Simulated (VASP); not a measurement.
# SrOs (Pm-3m) in VASP: single point with PBE

Aim: the single point of SrOs with PBE.

Everything below comes from runs of VASP 6.6.1. Logs are shortened: lines on timing, memory, paths and dates and some standing lists are left out, and cuts for length are marked.

### 1 The cell of the first run

The structure is cubic, space group Pm-3m (No. 221). Conventional cell: a = 3.600 Å, b = 3.600 Å, c = 3.600 Å, α = 90.00°, β = 90.00°, γ = 90.00°. Sr (site symmetry m-3m) has 8 Os at 3.12 Å and 6 Sr at 3.60 Å within 4.1 Å. Within 4.1 Å of Os (site symmetry m-3m) lie 8 Sr at 3.12 Å and 6 Os at 3.60 Å.

### 2 Single point, PBE, non-collinear spin, zero start, spin-orbit coupling

POSCAR

```
SrOs
1.0
    3.6003672161      0.0000000000      0.0000000000
    0.0000000000      3.6003672161      0.0000000000
    0.0000000000      0.0000000000      3.6003672161
Sr Os
1 1
Direct
    0.0000000000      0.0000000000      0.0000000000
    0.5000000000      0.5000000000      0.5000000000
```

INCAR.step1

```
  ALGO = Fast
  EDIFF = 1E-7
  ENCUT = 520
  GGA = PE
  GGA_COMPAT = F
  ISIF = 2
  ISMEAR = 0
  LASPH = T
  LCHARG = T
  LMAXMIX = 4
  LORBMOM = T
  LREAL = F
  LSORBIT = T
  LWAVE = F
  MAGMOM = 0 0 0 0 0 0
  NBANDS = 30
  NELM = 150
  PREC = Accurate
  SIGMA = 0.05
```

KPOINTS.step1

```
k-points
0
Gamma
  10 10 10
```

INCAR.step2

```
  ALGO = Fast
  EDIFF = 1E-7
  ENCUT = 520
  GGA = PE
  GGA_COMPAT = F
  ICHARG = 11
  ISIF = 2
  ISMEAR = -5
  LASPH = T
  LCHARG = F
  LMAXMIX = 4
  LORBIT = 11
  LORBMOM = T
  LREAL = F
  LSORBIT = T
  LWAVE = F
  MAGMOM = 0 0 0 0 0 0
  NBANDS = 30
  NEDOS = 2001
  NELM = 150
  PREC = Accurate
  SIGMA = 0.05
```

KPOINTS.step2

```
k-points
0
Gamma
  15 15 15
```

Potentials or basis: VASP PAW PBE potentials, release 64 (Sr_sv, Os).

Started as:

```console
$ cat potpaw_PBE.64/Sr_sv/POTCAR potpaw_PBE.64/Os/POTCAR > POTCAR
$ cp INCAR.step1 INCAR
$ cp KPOINTS.step1 KPOINTS
$ mpirun -np 1 vasp_ncl > vasp.out
$ cp INCAR.step2 INCAR
$ cp KPOINTS.step2 KPOINTS
$ mpirun -np 1 vasp_ncl > vasp.out
```

OUTCAR:

```text
EDIFF = 1E-7
   ENCUT = 520
   GGA = PE
   ICHARG = 11
   ISIF = 2
   ISMEAR = -5
   LASPH = T
   LORBIT = 11
   LREAL = F
   LSORBIT = T
   NELM = 150
   PREC = Accurate

 ion  position               nearest neighbor table
   1  0.000  0.000  0.000-   2 3.12   2 3.12   2 3.12   2 3.12   2 3.12   2 3.12   2 3.12   2 3.12

   2  0.500  0.500  0.500-   1 3.12   1 3.12   1 3.12   1 3.12   1 3.12   1 3.12   1 3.12   1 3.12

  LATTYP: Found a simple cubic cell.
 ALAT       =     3.6003672161

  Lattice vectors:

 A1 = (   3.6003672161,   0.0000000000,   0.0000000000)
 A2 = (   0.0000000000,   3.6003672161,   0.0000000000)
 A3 = (   0.0000000000,   0.0000000000,   3.6003672161)

Analysis of symmetry for initial positions (statically):
=====================================================================
 Subroutine PRICEL returns:
 Original cell was already a primitive cell.

 Routine SETGRP: Setting up the symmetry group for a
 simple cubic supercell.

 Subroutine GETGRP returns: Found 48 space group operations
 (whereof 48 operations were pure point group operations)
 out of a pool of 48 trial point group operations.

The static configuration has the point symmetry O_h .

Analysis of symmetry for dynamics (positions and initial velocities):
=====================================================================
 Subroutine PRICEL returns:
 Original cell was already a primitive cell.

 Routine SETGRP: Setting up the symmetry group for a
 simple cubic supercell.

 Subroutine GETGRP returns: Found 48 space group operations
 (whereof 48 operations were pure point group operations)
 out of a pool of 48 trial point group operations.

The dynamic configuration has the point symmetry O_h .

Analysis of structural, dynamic, and magnetic symmetry:
=====================================================================
 Subroutine PRICEL returns:
 Original cell was already a primitive cell.

 Routine SETGRP: Setting up the symmetry group for a
 simple cubic supercell.

 Subroutine GETGRP returns: Found 48 space group operations
 (whereof 48 operations were pure point group operations)
 out of a pool of 48 trial point group operations.

The overall configuration has the point symmetry O_h .

 Subroutine INISYM returns: Found 48 space group operations
 (whereof 48 operations are pure point group operations),
 and found     1 'primitive' translations

----------------------------------------------------------------------------------------

                                     Primitive cell

  volume of cell :      46.6703

  direct lattice vectors                    reciprocal lattice vectors
     3.600367216  0.000000000  0.000000000     0.277749446  0.000000000  0.000000000
     0.000000000  3.600367216  0.000000000     0.000000000  0.277749446  0.000000000
     0.000000000  0.000000000  3.600367216     0.000000000  0.000000000  0.277749446

  length of vectors
     3.600367216  3.600367216  3.600367216     0.277749446  0.277749446  0.277749446

  position of ions in fractional coordinates (direct lattice)
     0.000000000  0.000000000  0.000000000
     0.500000000  0.500000000  0.500000000

  ion indices of the primitive-cell ions
   primitive index   ion index
                 1           1
                 2           2

----------------------------------------------------------------------------------------

 KPOINTS: k-points

Automatic generation of k-mesh.
 Grid dimensions read from file:
 generate k-points for:   15   15   15

 Generating k-lattice:

  Cartesian coordinates                     Fractional coordinates (reciprocal lattice)
     0.018516630  0.000000000  0.000000000     0.066666667  0.000000000  0.000000000
     0.000000000  0.018516630  0.000000000     0.000000000  0.066666667  0.000000000
     0.000000000  0.000000000  0.018516630     0.000000000  0.000000000  0.066666667

[... 94 lines left out ...]
 NGX is ok and might be reduce to    28

 number of electron      18.0000001 magnetization      -0.0000000     -0.0000000     -0.0000000

 Free energy of the ion-electron system (eV)
  ---------------------------------------------------
  ext. energy  EPLUGINS =         0.00000000
  ---------------------------------------------------
  free energy    TOTEN  =       -10.73055409 eV

  energy without entropy =      -10.73055409  energy(sigma->0) =      -10.73055409

 E-fermi :   3.7075     XC(G=0): -10.7738

 val. band max:        3.7659901651   @ k =   0.4667   0.4667   0.4667
 cond. band min:       3.6651308728   @ k =   0.3333   0.3333   0.0667
 fundamental gap:     -0.1008592923
 Fermi energy:         3.7074659588

 k-point     1 :       0.0000    0.0000    0.0000
  band No.  band energies     occupation
      1     -29.9400      1.00000
      2     -29.9400      1.00000
      3     -12.6055      1.00000
      4     -12.6055      1.00000
      5     -11.4734      1.00000
      6     -11.4734      1.00000
[... 781 lines left out ...]
     29      11.9179      0.00000
     30      11.9487      0.00000

 [... further k-points ...]

------------------------ aborting loop because EDIFF is reached ----------------------------------------

  FORCE on cell =-STRESS in cart. coord.  units (eV):
  Direction    XX          YY          ZZ          XY          YZ          ZX
  --------------------------------------------------------------------------------------
  -------------------------------------------------------------------------------------
  Total        0.4029042      0.4029042      0.4029042      0.0000000      0.0000000     -0.0000000
  in kB       13.8315845     13.8315845     13.8315845      0.0000000      0.0000000     -0.0000000
  external PRESSURE =      13.8315845 kB  Pullay stress =       0.0000000 kB

 VOLUME and BASIS-vectors are now :
 -----------------------------------------------------------------------------
  energy-cutoff  :      520.00
  volume of cell :       46.67
      direct lattice vectors                 reciprocal lattice vectors
     3.600367216  0.000000000  0.000000000     0.277749446  0.000000000  0.000000000
     0.000000000  3.600367216  0.000000000     0.000000000  0.277749446  0.000000000
     0.000000000  0.000000000  3.600367216     0.000000000  0.000000000  0.277749446

 POSITION                                       TOTAL-FORCE (eV/Angst)
 -----------------------------------------------------------------------------------
      0.00000      0.00000      0.00000         0.000000      0.000000      0.000000
      1.80018      1.80018      1.80018         0.000000      0.000000      0.000000
 -----------------------------------------------------------------------------------
    total drift:                                0.000000      0.000000      0.000000

  FREE ENERGIE OF THE ION-ELECTRON SYSTEM (eV)
  ---------------------------------------------------
  free  energy   TOTEN  =       -10.7305540882 eV

  energy  without entropy=      -10.7305540882  energy(sigma->0) =      -10.73055409

 orbital moment (x)

 # of ion     p       d       tot
 ----------------------------------------
  1         0.000  -0.000  -0.000
  2         0.000  -0.000  -0.000
 ----------------------------------------
            0.000  -0.000  -0.000

 orbital moment (y)

 # of ion     p       d       tot
 ----------------------------------------
  1         0.000  -0.000  -0.000
  2         0.000   0.000   0.000
 ----------------------------------------
            0.000   0.000   0.000

 orbital moment (z)

 # of ion     p       d       tot
 ----------------------------------------
  1         0.000   0.000   0.000
  2         0.000  -0.000  -0.000
 ----------------------------------------
            0.000  -0.000  -0.000

 Spin-Orbit-Coupling matrix elements

 Ion:    1  E_soc:     -0.1869293
 l=   1
     0.0000000    -0.0309179    -0.0309179
    -0.0309179     0.0000000    -0.0309179
    -0.0309179    -0.0309179     0.0000000
 l=   2
     0.0000000    -0.0000991     0.0000000    -0.0000991    -0.0001379
    -0.0000991     0.0000000    -0.0001034    -0.0000991    -0.0000345
     0.0000000    -0.0001034     0.0000000    -0.0001034     0.0000000
    -0.0000991    -0.0000991    -0.0001034     0.0000000    -0.0000345
    -0.0001379    -0.0000345     0.0000000    -0.0000345     0.0000000
 l=   3
     0.0000000     0.0000000     0.0000000     0.0000000     0.0000000     0.0000000     0.0000000
     0.0000000     0.0000000     0.0000000     0.0000000     0.0000000     0.0000000     0.0000000
     0.0000000     0.0000000     0.0000000     0.0000000     0.0000000     0.0000000     0.0000000
     0.0000000     0.0000000     0.0000000     0.0000000     0.0000000     0.0000000     0.0000000
     0.0000000     0.0000000     0.0000000     0.0000000     0.0000000     0.0000000     0.0000000
     0.0000000     0.0000000     0.0000000     0.0000000     0.0000000     0.0000000     0.0000000
     0.0000000     0.0000000     0.0000000     0.0000000     0.0000000     0.0000000     0.0000000

 Ion:    2  E_soc:     -0.8286284
 l=   1
     0.0000000    -0.0149528    -0.0149528
    -0.0149528     0.0000000    -0.0149528
    -0.0149528    -0.0149528     0.0000000
 l=   2
     0.0000000    -0.0404220     0.0000000    -0.0404220    -0.0827299
    -0.0404220     0.0000000    -0.0620475    -0.0404220    -0.0206825
     0.0000000    -0.0620475     0.0000000    -0.0620475     0.0000000
    -0.0404220    -0.0404220    -0.0620475     0.0000000    -0.0206825
    -0.0827299    -0.0206825     0.0000000    -0.0206825     0.0000000
 l=   3
     0.0000000     0.0000000     0.0000000     0.0000000     0.0000000     0.0000000     0.0000000
     0.0000000     0.0000000     0.0000000     0.0000000     0.0000000     0.0000000     0.0000000
     0.0000000     0.0000000     0.0000000     0.0000000     0.0000000     0.0000000     0.0000000
     0.0000000     0.0000000     0.0000000     0.0000000     0.0000000     0.0000000     0.0000000
     0.0000000     0.0000000     0.0000000     0.0000000     0.0000000     0.0000000     0.0000000
     0.0000000     0.0000000     0.0000000     0.0000000     0.0000000     0.0000000     0.0000000
     0.0000000     0.0000000     0.0000000     0.0000000     0.0000000     0.0000000     0.0000000

 total charge

# of ion       s       p       d       tot
------------------------------------------
    1        2.053   5.783   0.366   8.201
    2        0.642   0.172   5.988   6.802
--------------------------------------------------
tot          2.695   5.955   6.354  15.004

 magnetization (x)

# of ion       s       p       d       tot
------------------------------------------
    1        0.000   0.000   0.000   0.000
    2       -0.000  -0.000  -0.000  -0.000
--------------------------------------------------
tot         -0.000  -0.000  -0.000  -0.000

 magnetization (y)

# of ion       s       p       d       tot
------------------------------------------
    1       -0.000   0.000   0.000   0.000
    2        0.000  -0.000  -0.000   0.000
--------------------------------------------------
tot          0.000  -0.000   0.000   0.000

 magnetization (z)

# of ion       s       p       d       tot
------------------------------------------
    1        0.000   0.000   0.000   0.000
    2        0.000  -0.000  -0.000  -0.000
--------------------------------------------------
tot          0.000  -0.000  -0.000  -0.000
```

It took 6.3 min on 1 thread of AMD EPYC 9R45 (Zen 5), shared host; peak memory 0.39 GiB.

What came out:

| Quantity | Value |
| --- | --- |
| Net moment | 0.00 μB per cell |
| Valence electrons inside the program's atomic spheres | Sr 8.20; Os 6.80 |

Moments on the atoms (μB; x, y, z):
```
Sr  0.00 0.00 0.00
Os  0.00 0.00 0.00
```
